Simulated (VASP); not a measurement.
# LiNb3P (P4/mmm) in VASP: a series of runs

LiNb3P is run at these levels: PBE; tasks: relaxation of cell and atoms, single point.

Everything below comes from runs of VASP 6.6.1. Logs are shortened: lines on timing, memory, paths and dates and some standing lists are left out, and cuts for length are marked.

## (1) The cell of the first run

The structure is tetragonal, space group P4/mmm (No. 123). The conventional cell has a = 3.741 Å, b = 3.741 Å, c = 6.836 Å, α = 90.00°, β = 90.00°, γ = 90.00°. Within 3.5 Å of Li (site symmetry 4/mmm) lie 12 Nb at 2.65 to 3.41 Å and 2 P at 3.42 Å. Nb (site symmetry 4/mmm) has 2 Nb at 2.16 Å and 4 Li at 2.65 Å within 2.9 Å. Nb (site symmetry 4mm) has 2 Nb at 2.16 to 2.52 Å and 4 P at 2.93 Å within 3.0 Å. P (site symmetry 4/mmm) has 8 Nb at 2.93 Å and 2 Li at 3.42 Å and 4 P at 3.74 Å within 3.9 Å.

The cell was built from a structure type or drawn by symmetry, and may not be a known phase.

## (2) Relaxation of cell and atoms, PBE

INCAR

```
PREC = Accurate
ENCUT = 600
EDIFF = 1E-6
ISMEAR = 0
SIGMA = 0.1
LREAL = F
LASPH = T
NELM = 60
ALGO = Normal
ISIF = 3
LWAVE = F
LCHARG = F
GGA = PE
IBRION = 2
NSW = 90
EDIFFG = -0.04
```

KPOINTS

```
Automatic mesh
0
Gamma
  4 4 4
```

POSCAR

```
LiNb3P
1.0
    3.7414082400      0.0000000000      0.0000000000
    0.0000000000      3.7414082400      0.0000000000
    0.0000000000      0.0000000000      6.8358200800
Li Nb P
1 3 1
Direct
    0.0000000000      0.0000000000      0.0000000000
    0.5000000000      0.5000000000      0.0000000000
    0.5000000000      0.5000000000      0.3156590000
    0.5000000000      0.5000000000      0.6843410000
    0.0000000000      0.0000000000      0.5000000000
```

Potentials or basis: VASP PAW PBE potentials, release 64 (Li_sv, Nb_sv, P).

Started as:

```bash
> cat potpaw_PBE.64/Li_sv/POTCAR potpaw_PBE.64/Nb_sv/POTCAR potpaw_PBE.64/P/POTCAR > POTCAR
> mpirun -np 1 vasp_std > vasp.out
```

OUTCAR:

```text
PREC = Accurate
   ENCUT = 600
   EDIFF = 1E-6
   ISMEAR = 0
   LREAL = F
   LASPH = T
   NELM = 60
   ISIF = 3
   GGA = PE
   IBRION = 2
   NSW = 90
   EDIFFG = -0.04

 ion  position               nearest neighbor table
   1  0.000  0.000  0.000-   2 2.65   2 2.65   2 2.65   2 2.65
   2  0.500  0.500  0.000-   3 2.16   4 2.16   1 2.65   1 2.65   1 2.65   1 2.65
   3  0.500  0.500  0.316-   2 2.16   4 2.52   5 2.93   5 2.93   5 2.93   5 2.93
   4  0.500  0.500  0.684-   2 2.16   3 2.52   5 2.93   5 2.93   5 2.93   5 2.93
   5  0.000  0.000  0.500-   3 2.93   4 2.93   3 2.93   4 2.93   3 2.93   4 2.93   3 2.93   4 2.93

  LATTYP: Found a simple tetragonal cell.
 ALAT       =     3.7414082400
 C/A-ratio  =     1.8270714238

  Lattice vectors:

 A1 = (   3.7414082400,   0.0000000000,   0.0000000000)
 A2 = (   0.0000000000,   3.7414082400,   0.0000000000)
 A3 = (   0.0000000000,   0.0000000000,   6.8358200800)

Analysis of symmetry for initial positions (statically):
=====================================================================
 Subroutine PRICEL returns:
 Original cell was already a primitive cell.

 Routine SETGRP: Setting up the symmetry group for a
 simple tetragonal supercell.

 Subroutine GETGRP returns: Found 16 space group operations
 (whereof 16 operations were pure point group operations)
 out of a pool of 16 trial point group operations.

The static configuration has the point symmetry D_4h.

Analysis of symmetry for dynamics (positions and initial velocities):
=====================================================================
 Subroutine PRICEL returns:
 Original cell was already a primitive cell.

 Routine SETGRP: Setting up the symmetry group for a
 simple tetragonal supercell.

 Subroutine GETGRP returns: Found 16 space group operations
 (whereof 16 operations were pure point group operations)
 out of a pool of 16 trial point group operations.

The dynamic configuration has the point symmetry D_4h.

 Subroutine INISYM returns: Found 16 space group operations
 (whereof 16 operations are pure point group operations),
 and found     1 'primitive' translations

----------------------------------------------------------------------------------------

                                     Primitive cell

  volume of cell :      95.6887

  direct lattice vectors                    reciprocal lattice vectors
     3.741408240  0.000000000  0.000000000     0.267279039  0.000000000  0.000000000
     0.000000000  3.741408240  0.000000000     0.000000000  0.267279039  0.000000000
     0.000000000  0.000000000  6.835820080     0.000000000  0.000000000  0.146288227

  length of vectors
     3.741408240  3.741408240  6.835820080     0.267279039  0.267279039  0.146288227

  position of ions in fractional coordinates (direct lattice)
     0.000000000  0.000000000  0.000000000
     0.500000000  0.500000000  0.000000000
     0.500000000  0.500000000  0.315659000
     0.500000000  0.500000000  0.684341000
     0.000000000  0.000000000  0.500000000

  ion indices of the primitive-cell ions
   primitive index   ion index
                 1           1
                 2           2
                 3           3
                 4           4
                 5           5

----------------------------------------------------------------------------------------

 KPOINTS: Automatic mesh

Automatic generation of k-mesh.
 Grid dimensions read from file:
 generate k-points for:    4    4    4

 Generating k-lattice:

  Cartesian coordinates                     Fractional coordinates (reciprocal lattice)
     0.066819760  0.000000000  0.000000000     0.250000000  0.000000000  0.000000000
     0.000000000  0.066819760  0.000000000     0.000000000  0.250000000  0.000000000
     0.000000000  0.000000000  0.036572057     0.000000000  0.000000000  0.250000000

  Length of vectors
     0.066819760  0.066819760  0.036572057

  Shift w.r.t. Gamma in fractional coordinates (k-lattice)
     0.000000000  0.000000000  0.000000000

 Subroutine IBZKPT returns following result:
 ===========================================

 Found     18 irreducible k-points:

 Following reciprocal coordinates:
            Coordinates               Weight
  0.000000  0.000000  0.000000      1.000000
  0.250000  0.000000  0.000000      4.000000
  0.500000  0.000000  0.000000      2.000000
  0.250000  0.250000  0.000000      4.000000
  0.500000  0.250000  0.000000      4.000000
  0.500000  0.500000  0.000000      1.000000
[... 10 lines left out ...]
  0.500000  0.250000  0.500000      4.000000
  0.500000  0.500000  0.500000      1.000000
   k-points           NKPTS =     18   k-points in BZ     NKDIM =     18   number of bands    NBANDS=     28
   number of dos      NEDOS =    301   number of ions     NIONS =      5
   total plane-waves  NPLWV =  50400
   dimension x,y,z NGX =    30 NGY =   30 NGZ =   56
   dimension x,y,z NGXF=    60 NGYF=   60 NGZF=  112
[... 9 lines left out ...]
   LSORBIT =      F    spin-orbit coupling
   LASPH  =      T    aspherical Exc in radial PAW
   ENCUT  =  600.0 eV  44.10 Ry    6.64 a.u.   7.47  7.47 13.65*2*pi/ulx,y,z
   NELM   =     60;   NELMIN=  2; NELMDL= -5     # of ELM steps
   EDIFF  = 0.1E-05   stopping-criterion for ELM
   LREAL  =      F    real-space projection
   EDIFFG = -.4E-01   stopping-criterion for IOM
   NSW    =     90    number of steps for IOM
   IBRION =      2    ionic relax: 0-MD 1-quasi-New 2-CG
   NFREE  =      1    steps in history (QN), initial steepest desc. (CG)
   ISIF   =      3    stress and relaxation
   ISYM   =      2    0-nonsym 1-usesym 2-fastsym
   POTIM  = 0.5000    time-step for ionic-motion
   TEBEG  =    0.0;   TEEND  =   0.0 temperature during run
   PSTRESS=    0.0 pullay stress
   NELECT =      47.0000    total number of electrons
   NUPDOWN=      -1.0000    fix difference up-down
   EMIN   =  10.00;   EMAX   =-10.00  energy-range for DOS
   EFERMI =   0.00;   METHOD = LEGACY
   ISMEAR =     0;   SIGMA  =   0.10  broadening in eV -4-tet -1-fermi 0-gaus
   EFERMI_NEDOS =   21; number of points for ismear=-14 and -15
   IALGO  =     38    algorithm
   IMIX   =      4    mixing-type and parameters
     AMIX     =   0.40;   BMIX     =  1.00
     AMIX_MAG =   1.60;   BMIX_MAG =  1.00
  volume/ion in A,a.u.               =      19.14       129.15
  Fermi-wavevector in a.u.,A,eV,Ry     =   1.291677  2.440915 22.700352  1.668429
  Thomas-Fermi vector in A             =   2.423432
   LORBIT       =      0    0 simple, 1 ext, 2 COOP (PROOUT), +10 PAW based schemes
   GGA     = PE    functional components
   LHFCALC =     F    Hartree Fock is set to
   AEXX    =    0.0000 exact exchange contribution
   IVDW    =     0    specifies the selected vdW correction
   LEPSILON=     F    determine dielectric tensor
   LRPA    =     F    only Hartree local field effects (RPA)
 conjugate gradient relaxation of ions
 non-spin polarized calculation
 Gauss-broadening in eV      SIGMA  =   0.10
  energy-cutoff  :      600.00
  volume of cell :       95.69
 maximum number of plane-waves:      3235
 NGX is ok and might be reduce to    30
   NGX = 15   NGY = 15   NGZ = 27

--------------------------------------- Ionic step        1  -------------------------------------------

 number of electron      47.0000010 magnetization

 Free energy of the ion-electron system (eV)
  ---------------------------------------------------
  ext. energy  EPLUGINS =         0.00000000
  ---------------------------------------------------
  free energy    TOTEN  =       -33.28643231 eV

  energy without entropy =      -33.25870236  energy(sigma->0) =      -33.27256733

------------------------ aborting loop because EDIFF is reached ----------------------------------------

  FORCE on cell =-STRESS in cart. coord.  units (eV):
  Direction    XX          YY          ZZ          XY          YZ          ZX
  --------------------------------------------------------------------------------------
  -------------------------------------------------------------------------------------
  Total       -8.1428868     -8.1428868     23.0516872      0.0000000     -0.0000000     -0.0000000
  in kB     -136.3415292   -136.3415292    385.9690488      0.0000000     -0.0000000     -0.0000000
  external PRESSURE =      37.7619968 kB  Pullay stress =       0.0000000 kB
[... 98 lines left out ...]
  FREE ENERGIE OF THE ION-ELECTRON SYSTEM (eV)
  ---------------------------------------------------
  free  energy   TOTEN  =       -34.6772400579 eV

  energy  without entropy=      -34.6635801089  energy(sigma->0) =      -34.67041008

[... ionic steps 4 to 9 ...]

--------------------------------------- Ionic step       10  -------------------------------------------

 number of electron      46.9999994 magnetization

------------------------ aborting loop because EDIFF is reached ----------------------------------------

  FORCE on cell =-STRESS in cart. coord.  units (eV):
  Direction    XX          YY          ZZ          XY          YZ          ZX
  --------------------------------------------------------------------------------------
  -------------------------------------------------------------------------------------
  Total        0.2914939      0.2914939     -0.0090380      0.0000000      0.0000000      0.0000000
  in kB        5.4595896      5.4595896     -0.1692786      0.0000000      0.0000000      0.0000000
  external PRESSURE =       3.5833002 kB  Pullay stress =       0.0000000 kB
[... 63 lines left out ...]
  energy  without entropy=      -35.1925588435  energy(sigma->0) =      -35.19925198

--------------------------------------- Ionic step       12  -------------------------------------------

 number of electron      46.9999995 magnetization

 Free energy of the ion-electron system (eV)
  ---------------------------------------------------
  ext. energy  EPLUGINS =         0.00000000
  ---------------------------------------------------
  free energy    TOTEN  =       -35.20650255 eV

  energy without entropy =      -35.19403840  energy(sigma->0) =      -35.20027048

 E-fermi :   8.9767     XC(G=0): -11.3004

 val. band max:        8.9379182477   @ k =   0.2500   0.0000   0.5000
 cond. band min:       9.0658125189   @ k =   0.5000   0.2500   0.0000
 fundamental gap:      0.1278942712
 Fermi energy:         8.9767309011

 k-point     1 :       0.0000    0.0000    0.0000
  band No.  band energies     occupation
      1     -46.2352      2.00000
      2     -46.0897      2.00000
      3     -45.2052      2.00000
      4     -36.3215      2.00000
      5     -22.9748      2.00000
      6     -22.6445      2.00000
[... 579 lines left out ...]
  FREE ENERGIE OF THE ION-ELECTRON SYSTEM (eV)
  ---------------------------------------------------
  free  energy   TOTEN  =       -35.2065025547 eV

  energy  without entropy=      -35.1940383990  energy(sigma->0) =      -35.20027048

 reached required accuracy - stopping structural energy minimisation
```

Run time: 4.5 min. Hardware: 1 thread of Intel Xeon 6975P-C (Granite Rapids), shared host; peak memory 0.25 GiB.

What came out:

```yaml
Free_energy: -35.2065 eV
Relaxed_volume: 17.20 Å³/atom
Relaxed_cell: a = 3.389 Å, b = 3.389 Å, c = 7.490 Å, α = 90.00°, β = 90.00°, γ = 90.00°
Space_group_after_relaxing_to_0.1_Å: P4/mmm (No. 123)
Energy_gained_by_relaxing: 384.0 meV/atom
Ionic_steps: 12
Pressure_after_relaxing: -0.1 GPa
Largest_force_after_relaxing: 0.036 eV/Å
Band_gap_on_the_k_mesh: zero (an odd number of electrons rules out a gap without spin polarisation)
```

Forces in eV/Å, atoms in the order of the input:
```
Li   0.000  0.000  0.000
Nb   0.000  0.000  0.000
Nb   0.000  0.000  0.036
Nb   0.000  0.000 -0.036
P    0.000  0.000  0.000
```

The path:
```tsv
step	energy change (eV)	largest force (eV/Å)	pressure (GPa)	volume (Å³)
1	0.0000	2.9462	3.78	95.69
2	-0.9967	0.2106	-12.67	99.31
3	-1.3908	0.7647	-10.74	98.21
4	-1.3977	0.6966	-10.33	98.09
5	-1.3974	0.6086	-9.84	97.96
6	-1.8731	0.7968	2.66	84.21
7	-1.8839	0.8157	0.62	85.74
8	-1.9149	0.1260	-0.14	85.73
9	-1.9149	0.0977	-0.16	85.73
10	-1.9194	0.0084	0.36	85.54
11	-1.9195	0.0121	0.45	85.51
12	-1.9201	0.0357	-0.13	86.02
```

Final structure:
```xyz
5
Lattice="3.3889 0.0000 0.0000 0.0000 3.3889 0.0000 0.0000 0.0000 7.4898" Properties=species:S:1:pos:R:3 pbc="T T T"
Li    3.3889    0.0000    0.0000
Nb    1.6944    1.6944    0.0000
Nb    1.6944    1.6944    2.3984
Nb    1.6944    1.6944    5.0914
P     3.3889    0.0000    3.7449
```

Caveat: the k points lie up to 0.46 Å⁻¹ apart in the final cell, too coarse for converged energies and pressures of a metal; the cutoff is under 1.25 times the usual one of these potentials, so pressure, stress and relaxed cells hold a basis-set (Pulay) error.

## (3) Relaxation of cell and atoms, PBE

This run uses another cell than the first one, of 17.20 Å³/atom.

INCAR

```
PREC = Accurate ; ENCUT = 600
EDIFF = 1E-6 ; ISMEAR = 0
SIGMA = 0.1 ; LREAL = False
LASPH = True ; NELM = 60
ALGO = Normal ; ISIF = 3
LWAVE = False ; LCHARG = False
GGA = PE ; IBRION = 2
NSW = 90 ; EDIFFG = -0.04
```

KPOINTS

```
regular mesh
0
Gamma
  6 6 2
```

POSCAR

```
LiNb3P
1.0
    3.3880677504      0.0000000000      0.0000000000
    0.0000000000      3.3880677504      0.0000000000
    0.0000000000      0.0000000000      7.4930919316
Li Nb P
1 3 1
Direct
    0.0000000000      0.0000000000      0.0000000000
    0.5000000000      0.5000000000      0.0000000000
    0.5000000000      0.5000000000      0.3203818143
    0.5000000000      0.5000000000      0.6796181857
    0.0000000000      0.0000000000      0.5000000000
```

Potentials or basis: VASP PAW PBE potentials, release 64 (Li_sv, Nb_sv, P).

Started as:

```bash
> cat potpaw_PBE.64/Li_sv/POTCAR potpaw_PBE.64/Nb_sv/POTCAR potpaw_PBE.64/P/POTCAR > POTCAR
> mpirun -np 1 vasp_std > vasp.out
```

It took 3.4 min on 1 thread of Intel Xeon 6975P-C (Granite Rapids), shared host; peak memory 0.23 GiB.

It converged, with:

```yaml
Free_energy: -35.3061 eV
Relaxed_volume: 17.19 Å³/atom
Relaxed_cell: a = 3.325 Å, b = 3.325 Å, c = 7.773 Å, α = 90.00°, β = 90.00°, γ = 90.00°
Space_group_after_relaxing_to_0.1_Å: P4/mmm (No. 123)
Energy_gained_by_relaxing: 19.3 meV/atom
Ionic_steps: 11
Pressure_after_relaxing: 0.0 GPa
Band_gap_on_the_k_mesh: zero (an odd number of electrons rules out a gap without spin polarisation)
```

Stress tensor (GPa, compression positive):
```
-0.11  0.00  0.00
 0.00 -0.11  0.00
 0.00  0.00  0.09
```

Step by step:
| step | energy change (eV) | largest force (eV/Å) | pressure (GPa) | volume (Å³) |
| --- | --- | --- | --- | --- |
| 1 | 0.0000 | 0.1898 | 1.69 | 86.01 |
| 2 | -0.0473 | 0.3206 | -3.15 | 88.26 |
| 3 | -0.0483 | 0.3026 | -2.52 | 87.92 |
| 4 | -0.0887 | 0.1544 | -0.81 | 85.88 |
| 5 | -0.0887 | 0.1552 | -0.81 | 85.89 |
| 6 | -0.0912 | 0.0845 | 0.92 | 84.97 |
| 7 | -0.0922 | 0.1095 | 0.30 | 85.29 |
| 8 | -0.0937 | 0.1024 | 0.18 | 85.49 |
| 9 | -0.0955 | 0.0407 | -0.16 | 86.07 |
| 10 | -0.0956 | 0.0579 | -0.11 | 85.97 |
| 11 | -0.0966 | 0.0012 | -0.05 | 85.94 |

Final structure:
```cif
data_structure
_symmetry_space_group_name_H-M 'P 1'
_symmetry_Int_Tables_number 1
_cell_length_a 3.3250
_cell_length_b 3.3250
_cell_length_c 7.7733
_cell_angle_alpha 90.000
_cell_angle_beta 90.000
_cell_angle_gamma 90.000
_cell_volume 85.94
loop_
_atom_site_label
_atom_site_type_symbol
_atom_site_fract_x
_atom_site_fract_y
_atom_site_fract_z
_atom_site_occupancy
Li1 Li 0.00000 0.00000 0.00000 1
Nb1 Nb 0.50000 0.50000 0.00000 1
Nb2 Nb 0.50000 0.50000 0.32803 1
Nb3 Nb 0.50000 0.50000 0.67197 1
P1 P 0.00000 0.00000 0.50000 1
```

Levels at points of the mesh, in eV from the Fermi level:
| k point | band 19 | band 20 | band 21 | band 22 | band 23 | band 24 | band 25 | band 26 | band 27 | band 28 |
| --- | --- | --- | --- | --- | --- | --- | --- | --- | --- | --- |
| (0.00, 0.00, 0.00) | -2.23 | -2.23 | -1.07 | -1.01 | 0.32 | 0.32 | 0.38 | 0.43 | 1.42 | 2.26 |
| (0.50, 0.00, 0.00) | -2.27 | -2.19 | -1.75 | -1.61 | -0.13 | 0.12 | 0.49 | 0.62 | 1.11 | 2.67 |
| (0.50, 0.50, 0.00) | -1.67 | -1.67 | -1.07 | 0.25 | 0.25 | 1.94 | 2.98 | 2.98 | 3.03 | 3.07 |
| (0.00, 0.00, 0.50) | -2.36 | -1.73 | -1.70 | -0.91 | -0.86 | -0.45 | 0.99 | 0.99 | 1.50 | 1.98 |
| (0.50, 0.00, 0.50) | -2.33 | -1.04 | -0.98 | -0.82 | -0.77 | -0.68 | -0.17 | 0.83 | 1.76 | 1.91 |
| (0.50, 0.50, 0.50) | -1.39 | -1.06 | -0.68 | -0.53 | -0.03 | -0.03 | 1.12 | 3.10 | 3.10 | 3.14 |

Caveat: the k points lie up to 0.40 Å⁻¹ apart in the final cell, too coarse for converged energies and pressures of a metal; the cutoff is under 1.25 times the usual one of these potentials, so pressure, stress and relaxed cells hold a basis-set (Pulay) error.

## (4) Single point, PBE

This run uses another cell than the first one, of 17.05 Å³/atom.

INCAR

```
PREC = Accurate ; ENCUT = 520
EDIFF = 1E-6 ; ISMEAR = 0
SIGMA = 0.1 ; LREAL = F
LASPH = T ; NELM = 60
ALGO = Normal ; ISIF = 2
LWAVE = F ; LCHARG = F
GGA = PE ; NBANDS = 32
```

KPOINTS

```
regular mesh
0
Gamma
  12 12 6
```

POSCAR

```
LiNb3P
1.0
    3.3329296095      0.0000000000      0.0000000000
    0.0000000000      3.3329296095      0.0000000000
    0.0000000000      0.0000000000      7.6758705884
Li Nb P
1 3 1
Direct
    0.0000000000      0.0000000000      0.0000000000
    0.5000000000      0.5000000000      0.0000000000
    0.5000000000      0.5000000000      0.3239833288
    0.5000000000      0.5000000000      0.6760166712
    0.0000000000      0.0000000000      0.5000000000
```

Started as:

```bash
> cat potpaw_PBE.64/Li_sv/POTCAR potpaw_PBE.64/Nb_sv/POTCAR potpaw_PBE.64/P/POTCAR > POTCAR
> mpirun -np 1 vasp_std > vasp.out
```

Wall time 2.5 min (1 thread of Intel Xeon 6975P-C (Granite Rapids), shared host); peak memory 0.38 GiB.

Results (log left out):

| Property | Result |
| --- | --- |
| Free energy | -35.2238 eV |
| Largest force | 0.023 eV/Å |
| Band gap on the k mesh | zero (an odd number of electrons rules out a gap without spin polarisation) |

Forces on the atoms (eV/Å):
```
Li   0.000  0.000  0.000
Nb   0.000  0.000  0.000
Nb   0.000  0.000  0.023
Nb   0.000  0.000 -0.023
P    0.000  0.000  0.000
```

Levels at points of the mesh, in eV from the Fermi level:
| k point | band 21 | band 22 | band 23 | band 24 | band 25 | band 26 | band 27 | band 28 |
| --- | --- | --- | --- | --- | --- | --- | --- | --- |
| (0.00, 0.00, 0.00) | -1.12 | -0.97 | -0.02 | -0.02 | 0.46 | 0.59 | 1.35 | 2.17 |
| (0.50, 0.00, 0.00) | -1.83 | -1.67 | -0.24 | 0.11 | 0.27 | 0.43 | 1.10 | 2.69 |
| (0.50, 0.50, 0.00) | -1.13 | 0.13 | 0.13 | 1.89 | 2.93 | 2.93 | 2.97 | 2.99 |
| (0.00, 0.00, 0.50) | -1.82 | -1.08 | -0.76 | -0.39 | 0.77 | 0.77 | 1.45 | 1.87 |
| (0.50, 0.00, 0.50) | -1.07 | -0.95 | -0.92 | -0.83 | -0.25 | 0.85 | 1.73 | 2.04 |
| (0.50, 0.50, 0.50) | -0.77 | -0.67 | -0.19 | -0.19 | 0.97 | 2.99 | 2.99 | 3.05 |

Caveat: the cutoff is under 1.25 times the usual one of these potentials, so pressure, stress and relaxed cells hold a basis-set (Pulay) error.

## (5) Summary

```tsv
task	cell	k mesh	cutoff (eV)	gap on the mesh (eV)	pressure (GPa)	relaxed volume (Å³/atom)	largest force (eV/Å)
relaxation of cell and atoms	relaxed from a = 3.741, b = 3.741, c = 6.836 Å, 5 atoms, atomic positions A	4 × 4 × 4	600	none	-0.1	17.20	0.04
relaxation of cell and atoms	relaxed from a = 3.388, b = 3.388, c = 7.493 Å, 5 atoms, atomic positions B	6 × 6 × 2	600	none	0.0	17.19	-
single point	a = 3.333, b = 3.333, c = 7.676 Å, 5 atoms, atomic positions C	12 × 12 × 6	520	none	-	-	0.02
```

Alike in all rows: level PBE; potentials or basis VASP PAW PBE potentials, release 64 (Li_sv, Nb_sv, P); no spin polarisation; smearing gaussian 0.1 eV.

Caveats: some runs use coarse meshes; the cutoff is under 1.25 times the usual one of these potentials, so pressure, stress and relaxed cells hold a basis-set (Pulay) error.

Total energies depend on the potentials used, so only differences within one code and one set of settings carry meaning.
